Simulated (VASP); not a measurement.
# Zr2AlN3: relaxation of cell and atoms with PBE

Zr2AlN3:

```
CELL_PARAMETERS angstrom
3.13679 0.00000 0.00000
-1.56840 2.71654 0.00000
0.00000 0.00000 7.76606
ATOMIC_POSITIONS crystal
Zr 0.33333 0.66667 0.16798
Zr 0.66667 0.33333 0.83202
Al 0.00000 0.00000 0.50000
N 0.33333 0.66667 0.64398
N 0.66667 0.33333 0.35602
N 0.00000 0.00000 0.00000
```

```json
{"Program": "VASP 6.6.1", "Task": "relaxation of cell and atoms", "Functional": "PBE", "Potentials or basis": "VASP PAW PBE potentials, release 64 (Zr_sv, Al, N)", "Cutoff": "600 eV", "k mesh": "12 × 12 × 6", "Occupations": "gaussian, width 0.1 eV", "Spin": "no spin polarisation", "Dipole correction": "no", "Further INCAR settings": "ALGO = Normal; EDIFF = 1e-07; IBRION = 2; EDIFFG = -0.01; NSW = 100; ISIF = 3"}
```

* Relaxed volume: 11.04 Å³/atom
* Relaxed cell: a = 3.135 Å, b = 3.135 Å, c = 7.782 Å, α = 90.00°, β = 90.00°, γ = 120.00°
* Space group after relaxing (to 0.1 Å): P-3m1 (No. 164)
* Energy gained by relaxing: 0.1 meV/atom
* Ionic steps: 6
* Pressure after relaxing: 0.0 GPa
* Largest force after relaxing: 0.005 eV/Å
* Band gap on the k mesh: zero (bands 21 and 22 overlap by 1.48 eV)

Forces in eV/Å, atoms in the order of the input:
```
Zr   0.000  0.000 -0.005
Zr   0.000  0.000  0.005
Al   0.000  0.000  0.000
N    0.000  0.000 -0.004
N    0.000  0.000  0.004
N    0.000  0.000  0.000
```

Step by step:
```tsv
step	energy change (eV)	largest force (eV/Å)	pressure (GPa)	volume (Å³)
1	0.0000	0.0678	0.30	66.18
2	-0.0003	0.0232	-0.46	66.37
3	-0.0005	0.0167	-0.22	66.31
4	-0.0005	0.0155	0.10	66.21
5	-0.0006	0.0153	0.02	66.24
6	-0.0006	0.0051	-0.01	66.24
```

Final structure:
```
CELL_PARAMETERS angstrom
3.13508 0.00000 0.00000
-1.56754 2.71506 0.00000
0.00000 0.00000 7.78196
ATOMIC_POSITIONS crystal
Zr 0.33333 0.66667 0.16812
Zr 0.66667 0.33333 0.83188
Al 0.00000 0.00000 0.50000
N 0.33333 0.66667 0.64352
N 0.66667 0.33333 0.35648
N 0.00000 0.00000 0.00000
```

Levels at points of the mesh, in eV from the Fermi level:
| k point | band 17 | band 18 | band 19 | band 20 | band 21 | band 22 | band 23 | band 24 | band 25 |
| --- | --- | --- | --- | --- | --- | --- | --- | --- | --- |
| (0.00, 0.00, 0.00) | -3.50 | -2.31 | -2.31 | -2.11 | -0.33 | 0.33 | 0.33 | 1.30 | 2.21 |
| (0.50, 0.00, 0.00) | -3.71 | -3.71 | -3.39 | -3.39 | -2.80 | 0.87 | 3.59 | 3.82 | 3.90 |
| (0.00, 0.00, 0.50) | -3.10 | -3.10 | -2.75 | -2.75 | 0.04 | 0.47 | 0.47 | 1.72 | 2.09 |
| (0.50, 0.00, 0.50) | -4.97 | -4.42 | -3.27 | -2.79 | -1.94 | 0.25 | 3.42 | 3.92 | 4.11 |

Run time: 6.9 min on 1 thread of Intel(R) Xeon(R) 6975P-C (Granite Rapids), on a shared host, peak memory 0.36 GiB.
